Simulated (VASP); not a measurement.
# LiF (Fm-3m) in VASP: notebook, part 2 of 2

VASP 6.6.1.

## (4) Single point, PBE (volume scaled by 1.040)

INCAR

```
SYSTEM = LiF
PREC = Accurate
ENCUT = 520
EDIFF = 1E-6
ISMEAR = 0
SIGMA = 0.05
LREAL = .FALSE.
LASPH = .TRUE.
NELM = 100
ALGO = Normal
ISIF = 2
LWAVE = .FALSE.
LCHARG = .FALSE.
GGA = PE
NBANDS = 12
```

KPOINTS

```
Automatic mesh
0
G
  14 14 14
  0 0 0
```

POSCAR

```
LiF
1.0
    0.0000000000      2.0607887239      2.0607887239
    2.0607887239      0.0000000000      2.0607887239
    2.0607887239      2.0607887239      0.0000000000
Li F
1 1
Direct
    0.0000000000      0.0000000000      0.0000000000
    0.5000000000      0.5000000000      0.5000000000
```

Potentials or basis: VASP PAW PBE potentials, release 64 (Li_sv, F).

Run with:

```console
> cat potpaw_PBE.64/Li_sv/POTCAR potpaw_PBE.64/F/POTCAR > POTCAR
> mpirun -np 1 vasp_std > vasp.out
```

OUTCAR:

```text
SYSTEM = LiF
   PREC = Accurate
   ENCUT = 520
   EDIFF = 1E-6
   ISMEAR = 0
   LREAL = .FALSE.
   LASPH = .TRUE.
   NELM = 100
   ISIF = 2
   GGA = PE

 ion  position               nearest neighbor table
   1  0.000  0.000  0.000-   2 2.06   2 2.06   2 2.06   2 2.06   2 2.06   2 2.06
   2  0.500  0.500  0.500-   1 2.06   1 2.06   1 2.06   1 2.06   1 2.06   1 2.06

  LATTYP: Found a face centered cubic cell.
 ALAT       =     4.1215774478

  Lattice vectors:

 A1 = (   0.0000000000,   2.0607887239,   2.0607887239)
 A2 = (   2.0607887239,   0.0000000000,   2.0607887239)
 A3 = (   2.0607887239,   2.0607887239,   0.0000000000)

Analysis of symmetry for initial positions (statically):
=====================================================================
 Subroutine PRICEL returns:
 Original cell was already a primitive cell.

 Routine SETGRP: Setting up the symmetry group for a
 face centered cubic supercell.

 Subroutine GETGRP returns: Found 48 space group operations
 (whereof 48 operations were pure point group operations)
 out of a pool of 48 trial point group operations.

The static configuration has the point symmetry O_h .

Analysis of symmetry for dynamics (positions and initial velocities):
=====================================================================
 Subroutine PRICEL returns:
 Original cell was already a primitive cell.

 Routine SETGRP: Setting up the symmetry group for a
 face centered cubic supercell.

 Subroutine GETGRP returns: Found 48 space group operations
 (whereof 48 operations were pure point group operations)
 out of a pool of 48 trial point group operations.

The dynamic configuration has the point symmetry O_h .

 Subroutine INISYM returns: Found 48 space group operations
 (whereof 48 operations are pure point group operations),
 and found     1 'primitive' translations

----------------------------------------------------------------------------------------

[... 116 lines left out ...]
   LORBIT       =      0    0 simple, 1 ext, 2 COOP (PROOUT), +10 PAW based schemes
   GGA     = PE    functional components
   LHFCALC =     F    Hartree Fock is set to
   AEXX    =    0.0000 exact exchange contribution
   IVDW    =     0    specifies the selected vdW correction
   LEPSILON=     F    determine dielectric tensor
   LRPA    =     F    only Hartree local field effects (RPA)
 non-spin polarized calculation
 Gauss-broadening in eV      SIGMA  =   0.05
  energy-cutoff  :      520.00
  volume of cell :       17.50
 maximum number of plane-waves:       495
 NGX is ok and might be reduce to    24
   NGX = 11   NGY = 11   NGZ = 11

 number of electron      10.0000005 magnetization

 Free energy of the ion-electron system (eV)
  ---------------------------------------------------
  ext. energy  EPLUGINS =         0.00000000
  ---------------------------------------------------
  free energy    TOTEN  =        -9.63576858 eV

  energy without entropy =       -9.63576858  energy(sigma->0) =       -9.63576858

 E-fermi :  -1.1357     XC(G=0):  -9.6514

 val. band max:       -1.4154309404   @ k =  -0.0714   0.0714   0.0000
 cond. band min:       7.0860062217   @ k =   0.0000   0.0000   0.0000
 fundamental gap:      8.5014371620
 Fermi energy:        -1.1356785996

 k-point     1 :       0.0000    0.0000    0.0000
  band No.  band energies     occupation
      1     -42.5039      2.00000
      2     -21.2076      2.00000
      3      -1.4160      2.00000
      4      -1.4160      2.00000
      5      -1.4160      2.00000
      6       7.0860      0.00000
      7      21.6509      0.00000
      8      21.6509      0.00000
      9      21.6509      0.00000
     10      22.2317      0.00000
     11      22.2317      0.00000
     12      22.2317      0.00000
[... 331 lines left out ...]
 k-point    24 :       0.2857    0.1429    0.0000
  band No.  band energies     occupation
      1     -42.4786      2.00000
      2     -20.9783      2.00000
      3      -2.6925      2.00000
      4      -1.7369      2.00000
      5      -1.7155      2.00000
      6       8.9134      0.00000
      7      15.9612      0.00000
      8      18.0268      0.00000
      9      18.3708      0.00000
     10      21.1082      0.00000
     11      27.9306      0.00000
     12      28.0180      0.00000

 [... further k-points ...]
[... 5 lines left out ...]
  --------------------------------------------------------------------------------------
  -------------------------------------------------------------------------------------
  Total       -0.3155373     -0.3155373     -0.3155373      0.0000000      0.0000000     -0.0000000
  in kB      -28.8822401    -28.8822401    -28.8822401      0.0000000      0.0000000     -0.0000000
  external PRESSURE =     -28.8822401 kB  Pullay stress =       0.0000000 kB

 VOLUME and BASIS-vectors are now :
 -----------------------------------------------------------------------------
  energy-cutoff  :      520.00
  volume of cell :       17.50
      direct lattice vectors                 reciprocal lattice vectors
     0.000000000  2.060788724  2.060788724    -0.242625551  0.242625551  0.242625551
     2.060788724  0.000000000  2.060788724     0.242625551 -0.242625551  0.242625551
     2.060788724  2.060788724  0.000000000     0.242625551  0.242625551 -0.242625551

 POSITION                                       TOTAL-FORCE (eV/Angst)
 -----------------------------------------------------------------------------------
      0.00000      0.00000      0.00000        -0.000000     -0.000000      0.000000
      2.06079      2.06079      2.06079         0.000000      0.000000     -0.000000
 -----------------------------------------------------------------------------------
    total drift:                               -0.000000     -0.000000      0.000000

  FREE ENERGIE OF THE ION-ELECTRON SYSTEM (eV)
  ---------------------------------------------------
  free  energy   TOTEN  =        -9.6357685842 eV

  energy  without entropy=       -9.6357685842  energy(sigma->0) =       -9.63576858
```

OSZICAR:

```text
N       E                     dE             d eps       ncg     rms          rms(c)
DAV:   1     0.309810357491E+02    0.30981E+02   -0.53141E+03  2592   0.841E+02
DAV:   2    -0.906461930361E+01   -0.40046E+02   -0.39127E+02  3016   0.185E+02
DAV:   3    -0.101419457375E+02   -0.10773E+01   -0.10750E+01  3340   0.264E+01
DAV:   4    -0.101507908710E+02   -0.88451E-02   -0.88444E-02  2928   0.256E+00
DAV:   5    -0.101509047019E+02   -0.11383E-03   -0.11383E-03  3232   0.202E-01    0.456E+00
DAV:   6    -0.962429580879E+01    0.52661E+00   -0.26346E+00  2800   0.985E+00    0.145E+00
DAV:   7    -0.962846906522E+01   -0.41733E-02   -0.17141E-02  3304   0.116E+00    0.876E-01
DAV:   8    -0.963564300658E+01   -0.71739E-02   -0.16473E-02  3116   0.132E+00    0.116E-01
DAV:   9    -0.963566877720E+01   -0.25771E-04   -0.91880E-04  2960   0.270E-01    0.447E-02
DAV:  10    -0.963576458420E+01   -0.95807E-04   -0.15761E-04  2856   0.940E-02    0.130E-02
DAV:  11    -0.963576834123E+01   -0.37570E-05   -0.49409E-06  3304   0.217E-02    0.158E-03
DAV:  12    -0.963576858417E+01   -0.24293E-06   -0.65011E-07  2856   0.722E-03
   1 F= -.96357686E+01 E0= -.96357686E+01  d E =-.435434E-17
```

stdout:

```text
POSCAR found type information on POSCAR LiF
 POSCAR found :  2 types and       2 ions
 scaLAPACK will be used
 LDA part: xc-table for (Slater+PW92), standard interpolation
 POSCAR, INCAR and KPOINTS ok, starting setup
 FFT: planning ... GRIDC
 FFT: planning ... GRID_SOFT
 FFT: planning ... GRID
 WAVECAR not read
 entering main loop
```

Run time: 14 s. Hardware: 1 thread of AMD EPYC 9R14 (Zen 4), shared host; peak memory 0.11 GiB.

Results:

```yaml
Free_energy: -9.6358 eV
Band_gap_on_the_k_mesh: 8.50 eV, indirect (the least direct gap lies 0.6 meV higher)
```

Caveat: the cutoff is under 1.25 times the usual one of these potentials, so pressure, stress and relaxed cells hold a basis-set (Pulay) error.

## (5) Summary

| cell | gap on the mesh (eV) |
| --- | --- |
| a = 2.877 Å, angles 60.0°, 2 atoms | 8.83 |
| a = 2.896 Å, angles 60.0°, 2 atoms | 8.66 |
| a = 2.914 Å, angles 60.0°, 2 atoms | 8.50 |

Alike in all rows: task single point; level PBE; potentials or basis VASP PAW PBE potentials, release 64 (Li_sv, F); no spin polarisation; k mesh 14 × 14 × 14; cutoff (eV) 520; smearing gaussian 0.05 eV.

Caveats: the cutoff is under 1.25 times the usual one of these potentials, so pressure, stress and relaxed cells hold a basis-set (Pulay) error.

Absolute energies hang on the potentials; compare differences alone.
